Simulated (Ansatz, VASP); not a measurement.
**Bi: VASP beside Ansatz**

```xyz
1
Lattice="-1.6641 2.0489 2.0585 1.6641 -2.0489 2.0585 1.6641 2.0489 -2.0585" Properties=species:S:1:pos:R:3 pbc="T T T"
Bi    0.0000    0.0000    0.0000
```

Change from the starting cell: strain +e along x and -e along y -0.1000, strain +e along z and -e/2 along x and y +0.0700.

Alike in both runs: task single point; functional PBEsol; dispersion D3(BJ); k mesh 16 × 16 × 16; occupations gaussian, width 0.15 eV; no spin polarisation.

|  | VASP | Ansatz |
| --- | --- | --- |
| version | VASP 6.6.1 | Ansatz 0.2.0 |
| potentials or method | VASP PAW PBE potentials, release 64 (Bi_d), cutoff 520 eV | scalar-relativistic, plane waves, PAW |
| valence electrons in the cell | 15 | 15 |

```csv
,VASP,Ansatz,Ansatz less VASP
gap on the k mesh at the Fermi level (eV),none,none,-
pressure (GPa),2.3,2.3,+0.03
"traceless stress, the component that is largest in VASP (GPa)",1.93,1.93,+0.007
```

VASP's potentials were made for PBE, not for PBEsol. A gap of «none» marks a metal or a gap that the smearing closes.

Neither program's run includes spin-orbit coupling.
